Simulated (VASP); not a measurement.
# In2GaP3: single point with PBE

Crystal: In2GaP3.

```
Ga In P
1.0
     4.10722    0.00000    0.00000
    -2.05361    3.55696    0.00000
     0.00000    0.00000   10.09145
Ga In P
1 2 3
Cartesian
  0.0000 0.0000 0.0085
  2.0536 1.1857 6.7962
  0.0000 2.3713 3.3060
  2.0536 1.1857 9.3772
  0.0000 2.3713 5.8731
  0.0000 0.0000 2.3905
```

* Program: VASP 6.6.1
* Task: single point
* Functional: PBE
* Potentials or basis: VASP PAW PBE potentials, release 64 (Ga_d, In_d, P)
* Cutoff: 520 eV
* k mesh: 12 × 12 × 4
* Occupations: fermi-dirac, width 0.02 eV
* Spin: no spin polarisation
* Dipole correction: no
* Further INCAR settings: ALGO = Normal; EDIFF = 1e-07; NBANDS = 36

```yaml
Pressure: 0.0 GPa
Largest_force: 0.008 eV/Å
Band_gap_on_the_k_mesh: 0.42 eV, direct
```

Forces on the atoms (eV/Å):
```
Ga   0.000  0.000  0.008
In   0.000  0.000  0.001
In   0.000  0.000  0.000
P    0.000  0.000 -0.008
P    0.000  0.000 -0.001
P    0.000  0.000  0.000
```

Levels at points of the mesh, in eV from the valence-band top:
```csv
k point,band 24,band 25,band 26,band 27,band 28,band 29,band 30,band 31
"(0.00, 0.00, 0.00)",-0.63,-0.16,0.00,0.00,0.42,1.33,1.96,3.85
"(0.50, 0.00, 0.00)",-2.30,-2.18,-1.47,-1.29,1.65,1.90,2.49,2.67
"(0.00, 0.00, 0.50)",-0.40,-0.40,-0.21,-0.21,0.87,1.89,2.06,4.05
"(0.50, 0.00, 0.50)",-2.29,-1.89,-1.05,-0.96,1.26,1.94,2.44,3.32
```

Wall time 3.8 min on 1 thread of Intel(R) Xeon(R) 6975P-C (Granite Rapids) (shared host), peak memory 0.49 GiB.

Caveat: spin-orbit coupling is left out, which moves the levels of the heavy elements. A k mesh can miss the band edges.
